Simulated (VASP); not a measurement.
# BP (F-43m) in VASP: a series of runs

Runs on BP. Level: r2SCAN. Tasks: elastic constants.

Everything below comes from runs of VASP 6.6.1. Logs are shortened: lines on timing, memory, paths and dates and some standing lists are left out, and cuts for length are marked.

**1. The cell of the first run**

Symmetry: F-43m, No. 216, cubic system. Conventional cell: a = 4.502 Å, b = 4.502 Å, c = 4.502 Å, α = 90.00°, β = 90.00°, γ = 90.00°. B (site symmetry -43m) has 4 P at 1.95 Å within 2.6 Å. Within 2.6 Å of P (site symmetry -43m) lie 4 B at 1.95 Å.

**2. Elastic constants, r2SCAN**

INCAR reads:

```
SYSTEM = BP
ALGO     = Normal         ! electronic algorithm
EDIFF    = 1E-8           ! SCF threshold, eV
ENCUT    = 600            ! plane-wave cutoff, eV
IBRION   = 6              ! ionic algorithm
ISIF     = 3              ! what is computed and relaxed
ISMEAR   = 0              ! smearing method
LASPH    = .TRUE.         ! aspherical terms in the spheres
LCHARG   = .FALSE.        ! write CHGCAR
LMIXTAU  = .TRUE.       
LREAL    = .FALSE.        ! projectors in reciprocal space
LWAVE    = .FALSE.        ! write WAVECAR
METAGGA  = R2SCAN         ! meta-GGA
NELM     = 100            ! most SCF steps
NFREE    = 2            
NSW      = 1              ! ionic steps
POTIM    = 0.015          ! step
PREC     = Accurate       ! precision mode
SIGMA    = 0.01           ! smearing width, eV
```

KPOINTS reads:

```
k-points
0
G
  8 8 8
  0 0 0
```

POSCAR reads:

```
BP
1.0
    0.0000000000      2.2511058308      2.2511058308
    2.2511058308      0.0000000000      2.2511058308
    2.2511058308      2.2511058308      0.0000000000
B P
1 1
Direct
    0.0000000000      0.0000000000      0.0000000000
    0.7500000000      0.7500000000      0.7500000000
```

Potentials or basis: VASP PAW PBE potentials, release 64 (B, P).

The run is started by

```console
$ cat potpaw_PBE.64/B/POTCAR potpaw_PBE.64/P/POTCAR > POTCAR
$ mpirun -np 1 vasp_std > vasp.out
```

OUTCAR:

```text
SYSTEM = BP
   EDIFF = 1E-8
   ENCUT = 600
   IBRION = 6
   ISIF = 3
   ISMEAR = 0
   LASPH = .TRUE.
   LREAL = .FALSE.
   METAGGA = R2SCAN
   NELM = 100
   NFREE = 2
   NSW = 1
   POTIM = 0.015
   PREC = Accurate

 ion  position               nearest neighbor table
   1  0.000  0.000  0.000-   2 1.95   2 1.95   2 1.95   2 1.95
   2  0.750  0.750  0.750-   1 1.95   1 1.95   1 1.95   1 1.95

  LATTYP: Found a face centered cubic cell.
 ALAT       =     4.5022116616

  Lattice vectors:

 A1 = (   0.0000000000,   2.2511058308,   2.2511058308)
 A2 = (   2.2511058308,   0.0000000000,   2.2511058308)
 A3 = (   2.2511058308,   2.2511058308,   0.0000000000)

Analysis of symmetry for initial positions (statically):
=====================================================================
 Subroutine PRICEL returns:
 Original cell was already a primitive cell.

 Routine SETGRP: Setting up the symmetry group for a
 face centered cubic supercell.

 Subroutine GETGRP returns: Found 24 space group operations
 (whereof 24 operations were pure point group operations)
 out of a pool of 48 trial point group operations.

The static configuration has the point symmetry T_d .

Analysis of symmetry for dynamics (positions and initial velocities):
=====================================================================
 Subroutine PRICEL returns:
 Original cell was already a primitive cell.

 Routine SETGRP: Setting up the symmetry group for a
 face centered cubic supercell.

 Subroutine GETGRP returns: Found 24 space group operations
 (whereof 24 operations were pure point group operations)
 out of a pool of 48 trial point group operations.

The dynamic configuration has the point symmetry T_d .

 Subroutine INISYM returns: Found 24 space group operations
 (whereof 24 operations are pure point group operations),
 and found     1 'primitive' translations

----------------------------------------------------------------------------------------

                                     Primitive cell

  volume of cell :      22.8149

  direct lattice vectors                    reciprocal lattice vectors
     0.000000000  2.251105831  2.251105831    -0.222113058  0.222113058  0.222113058
     2.251105831  0.000000000  2.251105831     0.222113058 -0.222113058  0.222113058
     2.251105831  2.251105831  0.000000000     0.222113058  0.222113058 -0.222113058

  length of vectors
     3.183544396  3.183544396  3.183544396     0.384711102  0.384711102  0.384711102

  position of ions in fractional coordinates (direct lattice)
     0.000000000  0.000000000  0.000000000
     0.750000000  0.750000000  0.750000000

  ion indices of the primitive-cell ions
   primitive index   ion index
                 1           1
                 2           2

----------------------------------------------------------------------------------------

 KPOINTS: k-points

Automatic generation of k-mesh.
 Grid dimensions read from file:
 generate k-points for:    8    8    8

 Generating k-lattice:

  Cartesian coordinates                     Fractional coordinates (reciprocal lattice)
    -0.027764132  0.027764132  0.027764132     0.125000000  0.000000000  0.000000000
     0.027764132 -0.027764132  0.027764132     0.000000000  0.125000000  0.000000000
     0.027764132  0.027764132 -0.027764132     0.000000000  0.000000000  0.125000000

  Length of vectors
     0.048088888  0.048088888  0.048088888

  Shift w.r.t. Gamma in fractional coordinates (k-lattice)
     0.000000000  0.000000000  0.000000000

 Subroutine IBZKPT returns following result:
 ===========================================

 Found     29 irreducible k-points:

 Following reciprocal coordinates:
[... 65 lines left out ...]
  volume/ion in A,a.u.               =      11.41        76.98
  Fermi-wavevector in a.u.,A,eV,Ry     =   1.154425  2.181546 18.132433  1.332696
  Thomas-Fermi vector in A             =   2.291061
   LORBIT       =      0    0 simple, 1 ext, 2 COOP (PROOUT), +10 PAW based schemes
   METAGGA = R2SCAN    functional components
   LHFCALC =     F    Hartree Fock is set to
   AEXX    =    0.0000 exact exchange contribution
   IVDW    =     0    specifies the selected vdW correction
   LEPSILON=     F    determine dielectric tensor
   LRPA    =     F    only Hartree local field effects (RPA)
 finite differences with symmetry
 non-spin polarized calculation
 Gauss-broadening in eV      SIGMA  =   0.01
  energy-cutoff  :      600.00
  volume of cell :       22.81
 maximum number of plane-waves:       778
 NGX is ok and might be reduce to    28
   NGX = 13   NGY = 13   NGZ = 13

--------------------------------------- Ionic step        1  -------------------------------------------

 number of electron       8.0000000 magnetization

 Free energy of the ion-electron system (eV)
  ---------------------------------------------------
  ext. energy  EPLUGINS =         0.00000000
  ---------------------------------------------------
  free energy    TOTEN  =       -17.30693660 eV

  energy without entropy =      -17.30693660  energy(sigma->0) =      -17.30693660

------------------------ aborting loop because EDIFF is reached ----------------------------------------

  FORCE on cell =-STRESS in cart. coord.  units (eV):
  Direction    XX          YY          ZZ          XY          YZ          ZX
  --------------------------------------------------------------------------------------
  -------------------------------------------------------------------------------------
  Total        0.5017442      0.5017442      0.5017442      0.0000000      0.0000000     -0.0000000
  in kB       35.2350726     35.2350726     35.2350726      0.0000000      0.0000000     -0.0000000
  external PRESSURE =      35.2350726 kB  Pullay stress =       0.0000000 kB
[... 89 lines left out ...]
  FREE ENERGIE OF THE ION-ELECTRON SYSTEM (eV)
  ---------------------------------------------------
  free  energy   TOTEN  =       -17.2932642115 eV

  energy  without entropy=      -17.2932642115  energy(sigma->0) =      -17.29326421

[... ionic steps 4 to 14 ...]

--------------------------------------- Ionic step       15  -------------------------------------------

 number of electron       8.0000000 magnetization

------------------------ aborting loop because EDIFF is reached ----------------------------------------
[... 67 lines left out ...]
--------------------------------------- Ionic step       17  -------------------------------------------

 number of electron       8.0000000 magnetization

 Free energy of the ion-electron system (eV)
  ---------------------------------------------------
  ext. energy  EPLUGINS =         0.00000000
  ---------------------------------------------------
  free energy    TOTEN  =       -17.30461434 eV

  energy without entropy =      -17.30461434  energy(sigma->0) =      -17.30461434

 E-fermi :   7.8413     XC(G=0): -11.6083

 val. band max:        7.7995866879   @ k =   0.0000   0.0000   0.0000
 cond. band min:       9.1216569072   @ k =   0.0000   0.3750   0.3750
 fundamental gap:      1.3220702194
 Fermi energy:         7.8413402580

 k-point     1 :       0.0000    0.0000    0.0000
  band No.  band energies     occupation
      1      -8.8057      2.00000
      2       7.5491      2.00000
      3       7.6755      2.00000
      4       7.7996      2.00000
      5      11.2701      0.00000
      6      11.3509      0.00000
      7      11.4347      0.00000
      8      16.0690      0.00000
[... 243 lines left out ...]
 k-point    24 :      -0.3750    0.2500    0.1250
  band No.  band energies     occupation
      1      -4.5160      2.00000
      2      -1.3502      2.00000
      3       2.8435      2.00000
      4       4.2818      2.00000
      5      12.1938      0.00000
      6      13.3261      0.00000
      7      16.7344      0.00000
      8      18.3514      0.00000

 [... further k-points ...]

------------------------ aborting loop because EDIFF is reached ----------------------------------------

  FORCE on cell =-STRESS in cart. coord.  units (eV):
  Direction    XX          YY          ZZ          XY          YZ          ZX
  --------------------------------------------------------------------------------------
  -------------------------------------------------------------------------------------
  Total        0.5020390      0.5062510      0.5062510      0.0000000     -0.1170165      0.0000000
  in kB       35.2557749     35.5515652     35.5515652      0.0000000     -8.2175075      0.0000000
  external PRESSURE =      35.4529685 kB  Pullay stress =       0.0000000 kB
[... 17 lines left out ...]
  FREE ENERGIE OF THE ION-ELECTRON SYSTEM (eV)
  ---------------------------------------------------
  free  energy   TOTEN  =       -17.3046143358 eV

  energy  without entropy=      -17.3046143358  energy(sigma->0) =      -17.30461434

 INTERNAL STRAIN TENSORS FROM STRAINED CELLS
 ============================================

 INTERNAL STRAIN TENSOR FOR ION    1 for displacements in x,y,z  (eV/Angst):
          X           Y           Z          XY          YZ          ZX
  --------------------------------------------------------------------------------
  x     0.00000     0.00000     0.00000     0.00000    -7.80242     0.00000
  y    -0.00000     0.00000     0.00000     0.00000     0.00000    -7.80253
  z    -0.00000     0.00000     0.00000    -7.80222     0.00000    -0.00000

 INTERNAL STRAIN TENSORS FROM DISPLACED ATOMS
 ============================================

 INTERNAL STRAIN TENSOR FOR ION    1 for displacements in x,y,z  (eV/Angst):
          X           Y           Z          XY          YZ          ZX
  --------------------------------------------------------------------------------
  x     0.00000    -0.00000    -0.00000     0.00000    -7.79217     0.00000
  y    -0.00000     0.00000    -0.00000     0.00000     0.00000    -7.79217
  z    -0.00000    -0.00000     0.00000    -7.79217     0.00000     0.00000

 INTERNAL STRAIN TENSOR FOR ION    2 for displacements in x,y,z  (eV/Angst):
          X           Y           Z          XY          YZ          ZX
  --------------------------------------------------------------------------------
  x    -0.00000    -0.00000    -0.00000     0.00000     7.80244     0.00000
  y    -0.00000    -0.00000    -0.00000     0.00000     0.00000     7.80244
  z    -0.00000    -0.00000    -0.00000     7.80244     0.00000     0.00000

 Eigenvectors and eigenvalues of the dynamical matrix
 ----------------------------------------------------

   1 f  =   25.088596 THz   157.636297 2PiTHz  836.865476 cm-1   103.758048 meV
             X         Y         Z           dx          dy          dz
      0.000000  0.000000  0.000000     0.860972    0.000000    0.000000
      3.376659  3.376659  3.376659    -0.508652    0.000000    0.000000
[... 21 lines left out ...]
   6 f/i=    0.000082 THz     0.000513 2PiTHz    0.002725 cm-1     0.000338 meV
             X         Y         Z           dx          dy          dz
      0.000000  0.000000  0.000000     0.079019    0.338497    0.371352
      3.376659  3.376659  3.376659     0.133753    0.572959    0.628572

--------------------------------------------------------------------------------------------------------

 ELASTIC MODULI CONTR FROM IONIC RELAXATION (kBar)
 Direction    XX          YY          ZZ          XY          YZ          ZX
 --------------------------------------------------------------------------------
 XX          -0.0000     -0.0000     -0.0000     -0.0000      0.0000     -0.0000
 YY          -0.0000     -0.0000     -0.0000     -0.0000     -0.0000      0.0000
 ZZ          -0.0000     -0.0000     -0.0000      0.0000     -0.0000     -0.0000
 XY          -0.0000     -0.0000      0.0000   -206.8663     -0.0000     -0.0000
 YZ           0.0000     -0.0000     -0.0000     -0.0000   -206.8663      0.0000
 ZX          -0.0000      0.0000     -0.0000     -0.0000      0.0000   -206.8663
 --------------------------------------------------------------------------------

 TOTAL ELASTIC MODULI (kBar)
 Direction    XX          YY          ZZ          XY          YZ          ZX
 --------------------------------------------------------------------------------
 XX        3766.0575    816.8300    816.8300      0.0000      0.0000     -0.0000
 YY         816.8300   3766.0575    816.8300      0.0000     -0.0000     -0.0000
 ZZ         816.8300    816.8300   3766.0575      0.0000      0.0000     -0.0000
 XY           0.0000      0.0000      0.0000   2069.2477     -0.0000     -0.0000
 YZ           0.0000     -0.0000      0.0000     -0.0000   2069.2477      0.0000
 ZX          -0.0000     -0.0000     -0.0000     -0.0000      0.0000   2069.2477
 --------------------------------------------------------------------------------
```

It took 21 min on 1 thread of AMD EPYC 9R45 (Zen 5), shared host; peak memory 0.19 GiB.

Results:

```yaml
Elastic_constants_C11_C12_C44: 377, 82, 207 GPa
Voigt_bulk_modulus: 180 GPa
Highest_phonon_frequency_at_Γ_LO-TO_splitting_left_out: 837 cm⁻¹
```

Phonon frequencies in cm⁻¹ (negative: imaginary):
```tsv
q point	frequencies
(0.000, 0.000, 0.000)	0 0 0 837 837 837
```

Elastic tensor in Voigt notation (GPa, in the Cartesian axes of the cell as first typed):
```
377  82  82   0   0   0
 82 377  82   0   0   0
 82  82 377   0   0   0
  0   0   0 207   0   0
  0   0   0   0 207   0
  0   0   0   0   0 207
```

Clamped-ion elastic tensor (GPa):
```
377  82  82   0   0   0
 82 377  82   0   0   0
 82  82 377   0   0   0
  0   0   0 228   0   0
  0   0   0   0 228   0
  0   0   0   0   0 228
```

Caveat: the cell is under stress, which shifts elastic constants; the PAW data sets were made with another functional, which shifts forces and pressure a little.

**3. Elastic constants, r2SCAN**

This run uses another cell than the first one, of 11.54 Å³/atom.

INCAR reads:

```
  PREC = Accurate
  ENCUT = 600
  EDIFF = 1E-8
  ISMEAR = 0
  SIGMA = 0.01
  LREAL = False
  LASPH = True
  NELM = 100
  ALGO = Normal
  ISIF = 3
  LWAVE = False
  LCHARG = True
  METAGGA = R2SCAN
  LMIXTAU = True
  NBANDS = 11
  IBRION = 6
  NFREE = 2
  POTIM = 0.015
  NSW = 1
```

KPOINTS reads:

```
Automatic mesh
0
Gamma
  8 8 8
```

POSCAR reads:

```
BP
1.0
    0.0000000000      2.2595745478      2.2595745478
    2.2595745478      0.0000000000      2.2595745478
    2.2595745478      2.2595745478      0.0000000000
B P
1 1
Direct
    0.0000000000      0.0000000000      0.0000000000
    0.7500000000      0.7500000000      0.7500000000
```

Potentials or basis: VASP PAW PBE potentials, release 64 (B, P).

The run is started by

```console
$ cat potpaw_PBE.64/B/POTCAR potpaw_PBE.64/P/POTCAR > POTCAR
$ mpirun -np 1 vasp_std > vasp.out
```

OUTCAR:

```text
PREC = Accurate
   ENCUT = 600
   EDIFF = 1E-8
   ISMEAR = 0
   LREAL = False
   LASPH = True
   NELM = 100
   ISIF = 3
   METAGGA = R2SCAN
   IBRION = 6
   NFREE = 2
   POTIM = 0.015
   NSW = 1

 ion  position               nearest neighbor table
   1  0.000  0.000  0.000-   2 1.96   2 1.96   2 1.96   2 1.96
   2  0.750  0.750  0.750-   1 1.96   1 1.96   1 1.96   1 1.96
[... 786 lines left out ...]
             X         Y         Z           dx          dy          dz
      0.000000  0.000000  0.000000     0.000000    0.000000    0.860942
      3.389362  3.389362  3.389362     0.000000    0.000000   -0.508704
[... 21 lines left out ...]
   6 f/i=    0.001421 THz     0.008926 2PiTHz    0.047386 cm-1     0.005875 meV
             X         Y         Z           dx          dy          dz
      0.000000  0.000000  0.000000    -0.508704    0.000000    0.000000
      3.389362  3.389362  3.389362    -0.860942    0.000000    0.000000

--------------------------------------------------------------------------------------------------------

 ELASTIC MODULI CONTR FROM IONIC RELAXATION (kBar)
 Direction    XX          YY          ZZ          XY          YZ          ZX
 --------------------------------------------------------------------------------
 XX          -0.0000      0.0000      0.0000     -0.0000     -0.0000     -0.0000
 YY           0.0000     -0.0000     -0.0000     -0.0000      0.0000     -0.0000
 ZZ           0.0000     -0.0000     -0.0000     -0.0000      0.0000     -0.0000
 XY          -0.0000     -0.0000     -0.0000   -182.6818      0.0000      0.0000
 YZ          -0.0000      0.0000      0.0000      0.0000   -182.6818      0.0000
 ZX          -0.0000     -0.0000     -0.0000      0.0000      0.0000   -182.6818
 --------------------------------------------------------------------------------

 TOTAL ELASTIC MODULI (kBar)
 Direction    XX          YY          ZZ          XY          YZ          ZX
 --------------------------------------------------------------------------------
 XX        3692.6759    772.0594    772.0594     -0.0000     -0.0000     -0.0000
 YY         772.0594   3692.6759    772.0594     -0.0000     -0.0000     -0.0000
 ZZ         772.0594    772.0594   3692.6759     -0.0000      0.0000     -0.0000
 XY          -0.0000     -0.0000     -0.0000   2026.1096      0.0000     -0.0000
 YZ          -0.0000     -0.0000      0.0000      0.0000   2026.1096      0.0000
 ZX          -0.0000     -0.0000     -0.0000     -0.0000      0.0000   2026.1096
 --------------------------------------------------------------------------------
```

stdout:

```text
POSCAR found type information on POSCAR B P
 POSCAR found :  2 types and       2 ions
 scaLAPACK will be used
 -----------------------------------------------------------------------------
|                                                                             |
|                                                                             |
|     You enforced a specific xc type in the INCAR file but a different       |
|     I HOPE YOU KNOW WHAT YOU ARE DOING!                                     |
[... 32 lines left out ...]
 Finite differences progress:
 bond charge predicted
 Finite differences progress:
 bond charge predicted
 Finite differences progress:
 bond charge predicted
 Finite differences progress:
 bond charge predicted
 Finite differences progress:
 bond charge predicted
 Finite differences progress:
 bond charge predicted
 Finite differences progress:
```

Run time: 28 min. Hardware: 1 thread of AMD EPYC 9R45 (Zen 5), shared host; peak memory 0.19 GiB.

What came out:

```
Elastic constants C11, C12, C44                         : 369, 77, 203 GPa
Voigt bulk modulus                                      : 175 GPa
Highest phonon frequency at Γ, LO-TO splitting left out : 828 cm⁻¹
```

Phonon frequencies in cm⁻¹ (negative: imaginary):
| q point | frequencies |
| --- | --- |
| (0.000, 0.000, 0.000) | 0 0 0 828 828 828 |

Elastic tensor in Voigt notation (GPa, in the Cartesian axes of the cell as first typed):
```
369  77  77   0   0   0
 77 369  77   0   0   0
 77  77 369   0   0   0
  0   0   0 203   0   0
  0   0   0   0 203   0
  0   0   0   0   0 203
```

Clamped-ion elastic tensor (GPa):
```
369  77  77   0   0   0
 77 369  77   0   0   0
 77  77 369   0   0   0
  0   0   0 221   0   0
  0   0   0   0 221   0
  0   0   0   0   0 221
```

Caveat: the cell is under stress, which shifts elastic constants; the PAW data sets were made with another functional, which shifts forces and pressure a little.
